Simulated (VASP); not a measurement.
# C (P6_3/mmc) in VASP: relaxation of cell and atoms with PBEsol

Aim: the relaxation of cell and atoms of C with PBEsol.

All numbers are computed with VASP 6.6.1; they aren't measurements. Logs are shortened: lines on timing, memory, paths and dates and some standing lists are left out, and cuts for length are marked.

## 1. The cell of the first run

The structure is hexagonal, space group P6_3/mmc (No. 194). The conventional cell has a = 2.107 Å, b = 2.107 Å, c = 6.882 Å, α = 90.00°, β = 90.00°, γ = 120.00°. C (site symmetry -3m) has 12 C at 2.11 Å within 2.8 Å. Within 2.8 Å of C (site symmetry -6m2) lie 12 C at 2.11 Å.

## 2. Relaxation of cell and atoms, PBEsol

INCAR reads:

```
SYSTEM = C
PREC = Accurate
ENCUT = 1300
EDIFF = 1E-7
ISMEAR = -1
SIGMA = 0.1
LREAL = .False.
LASPH = .True.
NELM = 120
ALGO = Normal
ISIF = 3
LWAVE = .False.
LCHARG = .False.
GGA = PS
IBRION = 2
NSW = 80
EDIFFG = -0.01
GGA_COMPAT = .False.
NELMIN = 4
```

KPOINTS reads:

```
Automatic mesh
0
Gamma
  17 17 5
  0 0 0
```

POSCAR reads:

```
C
1.0
    2.1071951087      0.0000000000      0.0000000000
   -1.0535975543      1.8248844949      0.0000000000
    0.0000000000      0.0000000000      6.8820992250
C
4
Direct
    0.0000000000      0.0000000000      0.0000000000
    0.0000000000      0.0000000000      0.5000000000
    0.3333333333      0.6666666667      0.2500000000
    0.6666666667      0.3333333333      0.7500000000
```

Potentials or basis: VASP PAW PBE potentials, release 64 (C_h).

Started as:

```
cat potpaw_PBE.64/C_h/POTCAR > POTCAR
mpirun -np 1 vasp_std > vasp.out
```

OUTCAR:

```text
SYSTEM = C
   PREC = Accurate
   ENCUT = 1300
   EDIFF = 1E-7
   ISMEAR = -1
   LREAL = .False.
   LASPH = .True.
   NELM = 120
   ISIF = 3
   GGA = PS
   IBRION = 2
   NSW = 80
   EDIFFG = -0.01
   NELMIN = 4

 ion  position               nearest neighbor table
   1  0.000  0.000  0.000-
   2  0.000  0.000  0.500-
   3  0.333  0.667  0.250-
   4  0.667  0.333  0.750-

  LATTYP: Found a hexagonal cell.
 ALAT       =     2.1071951087
 C/A-ratio  =     3.2660000000

  Lattice vectors:

 A1 = (   2.1071951087,   0.0000000000,   0.0000000000)
 A2 = (  -1.0535975543,   1.8248844949,   0.0000000000)
 A3 = (   0.0000000000,   0.0000000000,   6.8820992250)

Analysis of symmetry for initial positions (statically):
=====================================================================
 Subroutine PRICEL returns:
 Original cell was already a primitive cell.

 Routine SETGRP: Setting up the symmetry group for a
 hexagonal supercell.

 Subroutine GETGRP returns: Found 24 space group operations
 (whereof 12 operations were pure point group operations)
 out of a pool of 24 trial point group operations.

The static configuration has the point symmetry D_3d.
 The point group associated with its full space group is D_6h.

Analysis of symmetry for dynamics (positions and initial velocities):
=====================================================================
 Subroutine PRICEL returns:
 Original cell was already a primitive cell.

 Routine SETGRP: Setting up the symmetry group for a
 hexagonal supercell.

 Subroutine GETGRP returns: Found 24 space group operations
 (whereof 12 operations were pure point group operations)
 out of a pool of 24 trial point group operations.

The dynamic configuration has the point symmetry D_3d.
 The point group associated with its full space group is D_6h.

 Subroutine INISYM returns: Found 24 space group operations
 (whereof 12 operations are pure point group operations),
 and found     1 'primitive' translations

----------------------------------------------------------------------------------------

                                     Primitive cell

  volume of cell :      26.4643

  direct lattice vectors                    reciprocal lattice vectors
     2.107195109  0.000000000  0.000000000     0.474564503  0.273989944  0.000000000
    -1.053597554  1.824884495  0.000000000     0.000000000  0.547979887  0.000000000
     0.000000000  0.000000000  6.882099225     0.000000000  0.000000000  0.145304502

  length of vectors
     2.107195109  2.107195109  6.882099225     0.547979887  0.547979887  0.145304502

  position of ions in fractional coordinates (direct lattice)
     0.000000000  0.000000000  0.000000000
     0.000000000  0.000000000  0.500000000
     0.333333333  0.666666667  0.250000000
     0.666666667  0.333333333  0.750000000

  ion indices of the primitive-cell ions
   primitive index   ion index
                 1           1
                 2           2
                 3           3
                 4           4

----------------------------------------------------------------------------------------

 KPOINTS: Automatic mesh

Automatic generation of k-mesh.
 Grid dimensions read from file:
 generate k-points for:   17   17    5

 Generating k-lattice:

  Cartesian coordinates                     Fractional coordinates (reciprocal lattice)
     0.027915559  0.016117056  0.000000000     0.058823529 -0.000000000  0.000000000
     0.000000000  0.032234111  0.000000000     0.000000000  0.058823529  0.000000000
     0.000000000  0.000000000  0.029060900     0.000000000  0.000000000  0.200000000

  Length of vectors
     0.032234111  0.032234111  0.029060900

  Shift w.r.t. Gamma in fractional coordinates (k-lattice)
     0.000000000  0.000000000  0.000000000

 Subroutine IBZKPT returns following result:
 ===========================================

 Found     99 irreducible k-points:

 Following reciprocal coordinates:
            Coordinates               Weight
  0.000000  0.000000  0.000000      1.000000
  0.058824 -0.000000  0.000000      6.000000
  0.117647 -0.000000  0.000000      6.000000
  0.176471 -0.000000  0.000000      6.000000
  0.235294 -0.000000  0.000000      6.000000
  0.294118 -0.000000  0.000000      6.000000
[... 16 lines left out ...]
  0.411765  0.117647  0.000000     12.000000
  0.176471  0.176471  0.000000      6.000000
 [... further k-points ...]
   k-points           NKPTS =     99   k-points in BZ     NKDIM =     99   number of bands    NBANDS=     12
   number of dos      NEDOS =    301   number of ions     NIONS =      4
   total plane-waves  NPLWV =  65856
   dimension x,y,z NGX =    28 NGY =   28 NGZ =   84
   dimension x,y,z NGXF=    56 NGYF=   56 NGZF=  168
   ions per type =               4
   NGX,Y,Z   is equivalent  to a cutoff of  22.09, 22.09, 20.29 a.u.
   NGXF,Y,Z  is equivalent  to a cutoff of  44.18, 44.18, 40.58 a.u.
 SYSTEM =  C
   PREC   = accura    normal or accurate (medium, high low for compatibility)
   ISTART =      0    job   : 0-new  1-cont  2-samecut
   ICHARG =      2    charge: 1-file 2-atom 10-const
   ISPIN  =      1    spin polarized calculation?
   LNONCOLLINEAR =      F non collinear calculations
   LSORBIT =      F    spin-orbit coupling
   LASPH  =      T    aspherical Exc in radial PAW
   ENCUT  = 1300.0 eV  95.55 Ry    9.77 a.u.   6.19  6.19 20.23*2*pi/ulx,y,z
   NELM   =    120;   NELMIN=  4; NELMDL= -5     # of ELM steps
   EDIFF  = 0.1E-06   stopping-criterion for ELM
   LREAL  =      F    real-space projection
   EDIFFG = -.1E-01   stopping-criterion for IOM
   NSW    =     80    number of steps for IOM
   IBRION =      2    ionic relax: 0-MD 1-quasi-New 2-CG
   NFREE  =      1    steps in history (QN), initial steepest desc. (CG)
   ISIF   =      3    stress and relaxation
   ISYM   =      2    0-nonsym 1-usesym 2-fastsym
   POTIM  = 0.5000    time-step for ionic-motion
   TEBEG  =    0.0;   TEEND  =   0.0 temperature during run
   PSTRESS=    0.0 pullay stress
   NELECT =      16.0000    total number of electrons
   NUPDOWN=      -1.0000    fix difference up-down
   EMIN   =  10.00;   EMAX   =-10.00  energy-range for DOS
   EFERMI =   0.00;   METHOD = LEGACY
   ISMEAR =    -1;   SIGMA  =   0.10  broadening in eV -4-tet -1-fermi 0-gaus
   EFERMI_NEDOS =   21; number of points for ismear=-14 and -15
   IALGO  =     38    algorithm
   IMIX   =      4    mixing-type and parameters
     AMIX     =   0.40;   BMIX     =  1.00
     AMIX_MAG =   1.60;   BMIX_MAG =  1.00
  volume/ion in A,a.u.               =       6.62        44.65
  Fermi-wavevector in a.u.,A,eV,Ry     =   1.384292  2.615933 26.072371  1.916265
  Thomas-Fermi vector in A             =   2.508810
   LORBIT       =      0    0 simple, 1 ext, 2 COOP (PROOUT), +10 PAW based schemes
   GGA     = PS    functional components
   LHFCALC =     F    Hartree Fock is set to
   AEXX    =    0.0000 exact exchange contribution
   IVDW    =     0    specifies the selected vdW correction
   LEPSILON=     F    determine dielectric tensor
   LRPA    =     F    only Hartree local field effects (RPA)
 conjugate gradient relaxation of ions
 non-spin polarized calculation
  energy-cutoff  :     1300.00
  volume of cell :       26.46
 maximum number of plane-waves:      2836
 NGX is ok and might be reduce to    28
   NGX = 13   NGY = 13   NGZ = 41

--------------------------------------- Ionic step        1  -------------------------------------------

 number of electron      16.0000000 magnetization

 Free energy of the ion-electron system (eV)
  ---------------------------------------------------
  ext. energy  EPLUGINS =         0.00000000
  ---------------------------------------------------
  free energy    TOTEN  =       -20.88939919 eV

  energy without entropy =      -20.83998445  energy(sigma->0) =      -20.86469182

------------------------ aborting loop because EDIFF is reached ----------------------------------------

  FORCE on cell =-STRESS in cart. coord.  units (eV):
  Direction    XX          YY          ZZ          XY          YZ          ZX
  --------------------------------------------------------------------------------------
  -------------------------------------------------------------------------------------
  Total        0.6019781      0.6019781      1.7583423      0.0000000      0.0000000      0.0000000
  in kB       36.4443511     36.4443511    106.4517869      0.0000000      0.0000000      0.0000000
  external PRESSURE =      59.7801631 kB  Pullay stress =       0.0000000 kB
[... 95 lines left out ...]
  FREE ENERGIE OF THE ION-ELECTRON SYSTEM (eV)
  ---------------------------------------------------
  free  energy   TOTEN  =       -20.9192152179 eV

  energy  without entropy=      -20.8705613171  energy(sigma->0) =      -20.89488827

[... ionic steps 4 to 11 ...]

--------------------------------------- Ionic step       12  -------------------------------------------

 number of electron      16.0000002 magnetization

------------------------ aborting loop because EDIFF is reached ----------------------------------------

  FORCE on cell =-STRESS in cart. coord.  units (eV):
  Direction    XX          YY          ZZ          XY          YZ          ZX
  --------------------------------------------------------------------------------------
  -------------------------------------------------------------------------------------
  Total       -0.0426356     -0.0426356      0.0290361     -0.0000000      0.0000000      0.0000000
  in kB       -2.4419938     -2.4419938      1.6630653     -0.0000000      0.0000000      0.0000000
  external PRESSURE =      -1.0736407 kB  Pullay stress =       0.0000000 kB
[... 61 lines left out ...]
  energy  without entropy=      -22.9276574749  energy(sigma->0) =      -22.94383045

--------------------------------------- Ionic step       14  -------------------------------------------

 number of electron      16.0000002 magnetization

 Free energy of the ion-electron system (eV)
  ---------------------------------------------------
  ext. energy  EPLUGINS =         0.00000000
  ---------------------------------------------------
  free energy    TOTEN  =       -22.96050108 eV

  energy without entropy =      -22.92805982  energy(sigma->0) =      -22.94428045

 E-fermi :   9.1843     XC(G=0): -12.5467

 val. band max:        9.1833244083   @ k =   0.2353   0.2353   0.2000
 cond. band min:       9.1885242274   @ k =   0.2941   0.1765   0.2000
 fundamental gap:      0.0051998191
 Fermi energy:         9.1843217885

 k-point     1 :       0.0000    0.0000    0.0000
  band No.  band energies     occupation
      1     -12.9067      2.00000
      2     -12.4306      2.00000
      3     -12.4270      2.00000
      4     -11.8495      2.00000
      5      -1.7164      2.00000
      6       0.3666      2.00000
      7       0.3753      2.00000
      8       3.1189      2.00000
      9      14.4642      0.00000
     10      19.4300      0.00000
     11      19.4347      0.00000
     12      25.6800      0.00000
[... 331 lines left out ...]
 k-point    24 :       0.1765    0.1765    0.0000
  band No.  band energies     occupation
      1      -8.0661      2.00000
      2      -7.6742      2.00000
      3      -7.6707      2.00000
      4      -7.2155      2.00000
      5       4.0874      2.00000
      6       5.9127      2.00000
      7       5.9175      2.00000
      8       8.3180      1.99965
      9      15.1199      0.00000
     10      15.7987      0.00000
     11      15.9333      0.00000
     12      15.9425      0.00000

 [... further k-points ...]

------------------------ aborting loop because EDIFF is reached ----------------------------------------

  FORCE on cell =-STRESS in cart. coord.  units (eV):
  Direction    XX          YY          ZZ          XY          YZ          ZX
  --------------------------------------------------------------------------------------
  -------------------------------------------------------------------------------------
  Total       -0.0397337     -0.0397337      0.0302073     -0.0000000      0.0000000     -0.0000000
  in kB       -2.2759860     -2.2759860      1.7303037     -0.0000000      0.0000000     -0.0000000
  external PRESSURE =      -0.9405561 kB  Pullay stress =       0.0000000 kB
[... 19 lines left out ...]
  FREE ENERGIE OF THE ION-ELECTRON SYSTEM (eV)
  ---------------------------------------------------
  free  energy   TOTEN  =       -22.9605010789 eV

  energy  without entropy=      -22.9280598174  energy(sigma->0) =      -22.94428045

 reached required accuracy - stopping structural energy minimisation
```

It took 11 min on 1 thread of Intel Xeon Platinum 8488C (Sapphire Rapids), shared host; peak memory 0.3 GiB.

What came out:

| Quantity | Value |
| --- | --- |
| Free energy | -22.9605 eV |
| Relaxed volume | 6.99 Å³/atom |
| Relaxed cell | a = 1.706 Å, b = 1.706 Å, c = 11.099 Å, α = 90.00°, β = 90.00°, γ = 120.00° |
| Space group after relaxing (to 0.1 Å) | P6_3/mmc (No. 194) |
| Energy gained by relaxing | 517.8 meV/atom |
| Ionic steps | 14 |
| Pressure after relaxing | -0.1 GPa |
| Band gap on the k mesh | zero (bands 8 and 9 overlap by 2.13 eV) |

Stress tensor (GPa, compression positive):
```
-0.23  0.00  0.00
 0.00 -0.23  0.00
 0.00  0.00  0.17
```

The path:
| step | energy change (eV) | largest force (eV/Å) | pressure (GPa) | volume (Å³) |
| --- | --- | --- | --- | --- |
| 1 | 0.0000 | 0.0000 | 5.98 | 26.46 |
| 2 | -0.0283 | 0.0000 | -0.62 | 27.42 |
| 3 | -0.0298 | 0.0000 | -2.51 | 27.72 |
| 4 | -0.0639 | 0.0000 | -3.84 | 27.90 |
| 5 | -0.1356 | 0.0000 | -5.84 | 28.20 |
| 6 | -0.3714 | 0.0000 | -8.63 | 28.64 |
| 7 | -0.9191 | 0.0000 | -9.79 | 28.90 |
| 8 | -1.7163 | 0.0000 | 24.74 | 27.33 |
| 9 | -1.7051 | 0.0000 | -6.92 | 28.59 |
| 10 | -2.0602 | 0.0000 | -3.40 | 28.07 |
| 11 | -2.0655 | 0.0000 | 2.69 | 27.90 |
| 12 | -2.0711 | 0.0000 | -0.11 | 27.97 |
| 13 | -2.0706 | 0.0000 | 0.97 | 27.81 |
| 14 | -2.0711 | 0.0000 | -0.09 | 27.97 |

Final structure:
```
C
1.0
     1.70586    0.00000    0.00000
    -0.85293    1.47732    0.00000
     0.00000    0.00000   11.09891
C
4
Direct
  0.00000 0.00000 0.00000
  0.00000 0.00000 0.50000
  0.33333 0.66667 0.25000
  0.66667 0.33333 0.75000
```

Caveat: a cell axis changed by over 15 % at a fixed basis, so the end point is rough; the PAW data sets were made with another functional, which shifts forces and pressure a little.
